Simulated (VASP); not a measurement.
A run of VASP 6.6.1 is set up as follows.

POSCAR

```
PbI2
1.0
    4.5657260587      0.0000000000      0.0000000000
   -2.2828630293      3.9540347535      0.0000000000
    0.0000000000      0.0000000000      7.0410820790
Pb I
1 2
Direct
    0.0000000000      0.0000000000      0.0000000000
    0.3333333333      0.6666666667      0.2667794131
    0.6666666667      0.3333333333      0.7332205869
```

INCAR.step1

```
ALGO = Normal
EDIFF = 1E-5
ENCUT = 400
GGA = PE
GGA_COMPAT = False
ISIF = 2
ISMEAR = 0
LASPH = True
LREAL = False
LWAVE = True
NBANDS = 21
NELM = 120
PREC = Accurate
SIGMA = 0.01
```

Contents of INCAR.step2:

```
AEXX = 0.5
ALGO = Normal
EDIFF = 1E-6
ENCUT = 400
GGA = PE
GGA_COMPAT = False
ISIF = 2
ISMEAR = 0
ISTART = 1
LASPH = True
LCHARG = True
LELF = True
LHFCALC = True
LREAL = False
LVHAR = True
LWAVE = False
NBANDS = 21
NELM = 120
PREC = Accurate
PRECFOCK = Normal
SIGMA = 0.01
```

KPOINTS

```
k-points
0
Gamma
  6 6 2
```

Potentials or basis: VASP PAW PBE potentials, release 64 (Pb_d, I).

The run is started by

```console
$ cat potpaw_PBE.64/Pb_d/POTCAR potpaw_PBE.64/I/POTCAR > POTCAR
$ cp INCAR.step1 INCAR
$ mpirun -np 1 vasp_std > vasp.out
$ cp INCAR.step2 INCAR
$ mpirun -np 1 vasp_std > vasp.out
```

What does it give for the pressure?

0.1 GPa.

Estimate the largest force.

0.175 eV/Å.

Estimate the band gap on the k mesh.

5.01 eV.

Stress tensor (GPa, compression positive):
```
 0.12  0.00  0.00
 0.00  0.12  0.00
 0.00  0.00 -0.07
```

Caveat: the k points lie up to 0.45 Å⁻¹ apart; the PAW data sets were made with another functional, which shifts forces and pressure a little; spin-orbit coupling is left out, which moves the levels of the heavy elements. A k mesh can miss the band edges.
